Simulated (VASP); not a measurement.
# Al (P6_3/mmc) in VASP: further runs, part 2 of 2

VASP 6.6.1.

## Step 6: Single point, r2SCAN (strain +0.025 along x and y, +0.025 along z)

Input file POSCAR:

```
Al
1.0
    2.8827667353      0.0000000000      0.0000000000
   -1.4413833676      2.4965492260      0.0000000000
    0.0000000000      0.0000000000      4.9885212500
Al
2
Direct
    0.6666666667      0.3333333333      0.7500000000
    0.3333333333      0.6666666667      0.2500000000
```

Input file INCAR.step1:

```
PREC = Accurate
ENCUT = 520
ISMEAR = 0
SIGMA = 0.15
LREAL = False
LASPH = True
NELM = 80
NBANDS = 10
GGA = PE
ALGO = Normal
EDIFF = 1E-4
LWAVE = True
LCHARG = False
```

Input file INCAR.step2:

```
PREC = Accurate
ENCUT = 520
EDIFF = 1E-6
ISMEAR = 0
SIGMA = 0.15
LREAL = False
LASPH = True
NELM = 80
ALGO = Normal
ISIF = 2
LWAVE = False
LCHARG = False
METAGGA = R2SCAN
LMIXTAU = True
NBANDS = 10
ISTART = 1
```

Input file KPOINTS:

```
regular mesh
0
Gamma
  18 18 10
```

Potentials or basis: VASP PAW PBE potentials, release 64 (Al).

Launch:

```
$ cat potpaw_PBE.64/Al/POTCAR > POTCAR
$ cp INCAR.step1 INCAR
$ mpirun -np 1 vasp_std > vasp.out
$ cp INCAR.step2 INCAR
$ mpirun -np 1 vasp_std > vasp.out
```

OUTCAR:

```text
PREC = Accurate
   ENCUT = 520
   EDIFF = 1E-6
   ISMEAR = 0
   LREAL = False
   LASPH = True
   NELM = 80
   ISIF = 2
   METAGGA = R2SCAN
   ISTART = 1

 ion  position               nearest neighbor table
   1  0.667  0.333  0.750-   2 3.00   2 3.00   2 3.00   2 3.00   2 3.00   2 3.00
   2  0.333  0.667  0.250-   1 3.00   1 3.00   1 3.00   1 3.00   1 3.00   1 3.00

  LATTYP: Found a hexagonal cell.
 ALAT       =     2.8827667353
 C/A-ratio  =     1.7304630267

  Lattice vectors:

 A1 = (   2.8827667353,   0.0000000000,   0.0000000000)
 A2 = (  -1.4413833676,   2.4965492260,   0.0000000000)
 A3 = (   0.0000000000,   0.0000000000,   4.9885212500)

Analysis of symmetry for initial positions (statically):
=====================================================================
 Subroutine PRICEL returns:
 Original cell was already a primitive cell.

 Routine SETGRP: Setting up the symmetry group for a
 hexagonal supercell.

 Subroutine GETGRP returns: Found 24 space group operations
 (whereof 12 operations were pure point group operations)
 out of a pool of 24 trial point group operations.

The static configuration has the point symmetry D_3d.
 The point group associated with its full space group is D_6h.

Analysis of symmetry for dynamics (positions and initial velocities):
=====================================================================
 Subroutine PRICEL returns:
 Original cell was already a primitive cell.

 Routine SETGRP: Setting up the symmetry group for a
 hexagonal supercell.

 Subroutine GETGRP returns: Found 24 space group operations
 (whereof 12 operations were pure point group operations)
 out of a pool of 24 trial point group operations.

The dynamic configuration has the point symmetry D_3d.
 The point group associated with its full space group is D_6h.

 Subroutine INISYM returns: Found 24 space group operations
 (whereof 12 operations are pure point group operations),
 and found     1 'primitive' translations

[... 114 lines left out ...]
     AMIX_MAG =   1.60;   BMIX_MAG =  1.00
  volume/ion in A,a.u.               =      17.95       121.14
  Fermi-wavevector in a.u.,A,eV,Ry     =   0.901747  1.704055 11.063548  0.813148
  Thomas-Fermi vector in A             =   2.024866
   LORBIT       =      0    0 simple, 1 ext, 2 COOP (PROOUT), +10 PAW based schemes
   METAGGA = R2SCAN    functional components
   LHFCALC =     F    Hartree Fock is set to
   AEXX    =    0.0000 exact exchange contribution
   IVDW    =     0    specifies the selected vdW correction
   LEPSILON=     F    determine dielectric tensor
   LRPA    =     F    only Hartree local field effects (RPA)
 non-spin polarized calculation
 Gauss-broadening in eV      SIGMA  =   0.15
  energy-cutoff  :      520.00
  volume of cell :       35.90
 maximum number of plane-waves:       991
 NGX is ok and might be reduce to    24
   NGX = 11   NGY = 11   NGZ = 19

 number of electron       6.0000000 magnetization

 Free energy of the ion-electron system (eV)
  ---------------------------------------------------
  ext. energy  EPLUGINS =         0.00000000
  ---------------------------------------------------
  free energy    TOTEN  =       -13.28577956 eV

  energy without entropy =      -13.27702503  energy(sigma->0) =      -13.28140229

 E-fermi :   7.1494     XC(G=0): -10.6053

 val. band max:        7.1418871801   @ k =   0.3333   0.2222   0.3000
 cond. band min:       7.1507531261   @ k =   0.1111   0.1111   0.3000
 fundamental gap:      0.0088659460
 Fermi energy:         7.1493760223

 k-point     1 :       0.0000    0.0000    0.0000
  band No.  band energies     occupation
      1      -4.1013      2.00000
      2       2.0299      2.00000
      3       2.2203      2.00000
      4      18.6176      0.00000
      5      18.7483      0.00000
      6      18.7483      0.00000
      7      19.0764      0.00000
      8      19.0764      0.00000
      9      19.6864      0.00000
     10      22.1438      0.00000
[... 287 lines left out ...]
 k-point    24 :       0.3889    0.1111    0.0000
  band No.  band energies     occupation
      1       1.0455      2.00000
      2       3.7031      2.00000
      3       7.0914      1.41504
      4       7.1231      1.19547
      5       9.4296      0.00000
      6       9.9216      0.00000
      7      11.0159      0.00000
      8      16.1553      0.00000
      9      16.6149      0.00000
     10      18.3693      0.00000

 [... further k-points ...]
[... 5 lines left out ...]
  --------------------------------------------------------------------------------------
  -------------------------------------------------------------------------------------
  Total       -1.6662983     -1.6662983     -1.9308557     -0.0000000     -0.0000000     -0.0000000
  in kB      -74.3604262    -74.3604262    -86.1665958     -0.0000000     -0.0000000     -0.0000000
  external PRESSURE =     -78.2958160 kB  Pullay stress =       0.0000000 kB

 VOLUME and BASIS-vectors are now :
 -----------------------------------------------------------------------------
  energy-cutoff  :      520.00
  volume of cell :       35.90
      direct lattice vectors                 reciprocal lattice vectors
     2.882766735  0.000000000  0.000000000     0.346888976  0.200276443  0.000000000
    -1.441383368  2.496549226  0.000000000     0.000000000  0.400552887  0.000000000
     0.000000000  0.000000000  4.988521250     0.000000000  0.000000000  0.200460207

 POSITION                                       TOTAL-FORCE (eV/Angst)
 -----------------------------------------------------------------------------------
      1.44138      0.83218      3.74139        -0.000000      0.000000      0.000000
     -0.00000      1.66437      1.24713         0.000000     -0.000000      0.000000
 -----------------------------------------------------------------------------------
    total drift:                                0.000000     -0.000000     -0.000000

  FREE ENERGIE OF THE ION-ELECTRON SYSTEM (eV)
  ---------------------------------------------------
  free  energy   TOTEN  =       -13.2857795569 eV

  energy  without entropy=      -13.2770250256  energy(sigma->0) =      -13.28140229
```

OSZICAR.step1:

```text
N       E                     dE             d eps       ncg     rms          rms(c)
DAV:   1    -0.162643231292E+00   -0.16264E+00   -0.23359E+03  4440   0.473E+02
DAV:   2    -0.726466563078E+01   -0.71020E+01   -0.68354E+01  5788   0.526E+01
DAV:   3    -0.742924612636E+01   -0.16458E+00   -0.16286E+00  5890   0.652E+00
DAV:   4    -0.742998528068E+01   -0.73915E-03   -0.73904E-03  5340   0.489E-01
DAV:   5    -0.742999153089E+01   -0.62502E-05   -0.62503E-05  5394   0.465E-02    0.164E+00
DAV:   6    -0.740369892848E+01    0.26293E-01   -0.39533E-03  5074   0.340E-01    0.952E-01
DAV:   7    -0.738507442334E+01    0.18625E-01   -0.11051E-02  4732   0.533E-01    0.163E-01
DAV:   8    -0.738499561734E+01    0.78806E-04   -0.87026E-05  5654   0.565E-02
   1 F= -.73849956E+01 E0= -.73800986E+01  d E =-.979397E-02
```

Wall time 2.5 min (1 thread of AMD EPYC 9R45 (Zen 5), shared host); peak memory 0.17 GiB.

Results:

- Free energy: -13.2858 eV
- Pressure: -7.8 GPa
- Band gap on the k mesh: zero (band 3 reaches 10.93 eV, above the bottom of band 4 at 4.03 eV)

Levels at points of the mesh, in eV from the Fermi level:
```tsv
k point	band 1	band 2	band 3	band 4	band 5	band 6
(0.00, 0.00, 0.00)	-11.25	-5.12	-4.93	11.47	11.60	11.60
(0.50, 0.00, 0.00)	-5.09	-5.02	0.62	0.65	1.37	1.52
(0.00, 0.00, 0.50)	-9.67	-9.67	2.45	2.45	12.75	12.75
(0.50, 0.00, 0.50)	-3.88	-3.88	-3.12	-3.12	7.67	7.67
```

Caveat: the cell differs from its parent crystal (strain +0.025 along x and y, +0.025 along z); the PAW data sets were made with another functional, which shifts forces and pressure a little.

## Step 7: Summary

| cell | gap on the mesh (eV) | pressure (GPa) |
| --- | --- | --- |
| a = 2.953, b = 2.953, c = 4.624 Å, angles 90.0, 90.0, 120.0°, 2 atoms | none | -6.4 |
| a = 2.812, b = 2.812, c = 5.110 Å, angles 90.0, 90.0, 120.0°, 2 atoms | none | -5.7 |
| a = 2.883, b = 2.883, c = 4.867 Å, angles 90.0, 90.0, 120.0°, 2 atoms | none | -6.7 |
| a = 2.953, b = 2.953, c = 4.745 Å, angles 90.0, 90.0, 120.0°, 2 atoms | none | -7.9 |
| a = 2.883, b = 2.883, c = 4.989 Å, angles 90.0, 90.0, 120.0°, 2 atoms | none | -7.8 |

Alike in all rows: task single point; level r2SCAN; potentials or basis VASP PAW PBE potentials, release 64 (Al); no spin polarisation; k mesh 18 × 18 × 10; cutoff (eV) 520; smearing gaussian 0.15 eV.

Caveats: the PAW data sets were made with another functional, which shifts forces and pressure a little.

Absolute energies hang on the potentials; compare differences alone.
